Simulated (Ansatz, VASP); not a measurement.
# Mo2W in VASP and in Ansatz

INCAR

```
  PREC = Accurate
  ENCUT = 500
  EDIFF = 1E-6
  ISMEAR = 0
  SIGMA = 0.1
  LREAL = False
  LASPH = True
  NELM = 120
  ALGO = Normal
  ISIF = 2
  LWAVE = False
  LCHARG = False
  GGA = PE
  NBANDS = 28
  GGA_COMPAT = False
```

File KPOINTS:

```
Automatic mesh
0
Gamma
  16 16 16
```

The input POSCAR:

```
Mo2W
1.0
   -1.5839961497      1.5839961497      4.7538970086
    1.5839961497     -1.5839961497      4.7538970086
    1.5839961497      1.5839961497     -4.7538970086
Mo W
2 1
Direct
    0.3333138132      0.3333138132      0.0000000000
    0.6666861868      0.6666861868      0.0000000000
    0.0000000000      0.0000000000      0.0000000000
```

Input for Ansatz:

```yaml
crystal:
  lattice:
    - [-1.5839961497, 1.5839961497, 4.7538970086]
    - [1.5839961497, -1.5839961497, 4.7538970086]
    - [1.5839961497, 1.5839961497, -4.7538970086]
  atoms:
    - { symbol: Mo, position: [0.3333138132, 0.3333138132, 0.0] }
    - { symbol: Mo, position: [0.6666861868, 0.6666861868, 0.0] }
    - { symbol: W, position: [0.0, 0.0, 0.0] }
basis:
  ecutwfc: 420
kpoints:
  mp_grid: { grid: [16, 16, 16] }
  band_path:
    path:
      - [[0.0, 0.0, 0.0], [0.0, 0.0, 0.5], [0.25, 0.25, 0.25], [0.0, 0.5, 0.0], [0.0, 0.0, 0.0], [0.5, 0.5, -0.5], [0.27775548, 0.72224452, -0.27775548]]
      - [[-0.27775548, 0.27775548, 0.27775548], [0.0, 0.0, 0.0]]
      - [[0.0, 0.0, 0.5], [-0.05551096, 0.05551096, 0.5]]
      - [[0.5, 0.5, -0.05551096], [0.5, 0.5, -0.5]]
    npoints: 14
hamiltonian:
  xc: pbe
scf:
  occupations: { method: gaussian, width: 0.1 }
  n_extra_bands: 7
output:
  forces: true
  stress: true
  eigenvalues: true
  populations: true
  dos: { projected: true, de: 0.02, nscf_kmesh: { grid: [20, 20, 20] } }
  bader: true
  write_density: true
  write_potential: true
  elf: true
  volumetric_format: npy
```

Alike in both runs: task single point; functional PBE; k mesh 16 × 16 × 16; occupations gaussian, width 0.1 eV; no spin polarisation.

|  | VASP | Ansatz |
| --- | --- | --- |
| version | VASP 6.6.1 | Ansatz 0.2.0 |
| potentials or method | VASP PAW PBE potentials, release 64 (Mo_sv, W_sv), cutoff 500 eV | scalar-relativistic, plane waves, PAW |
| valence electrons in the cell | 42 | 42 |

|  | VASP | Ansatz | Ansatz less VASP |
| --- | --- | --- | --- |
| gap on the k mesh at the Fermi level (eV) | none | none | - |
| pressure (GPa) | 0.5 | 0.0 | -0.53 |
| rms of the force components (eV/Å) | 0.004 | 0.001 | -0.0031 |

Atom by atom the forces differ by 0.003 eV/Å (rms over components). A gap of «none» marks a metal or a gap that the smearing closes. The functional is the same, so the differences come from potentials, cutoffs and numerics.

Neither program's run includes spin-orbit coupling.
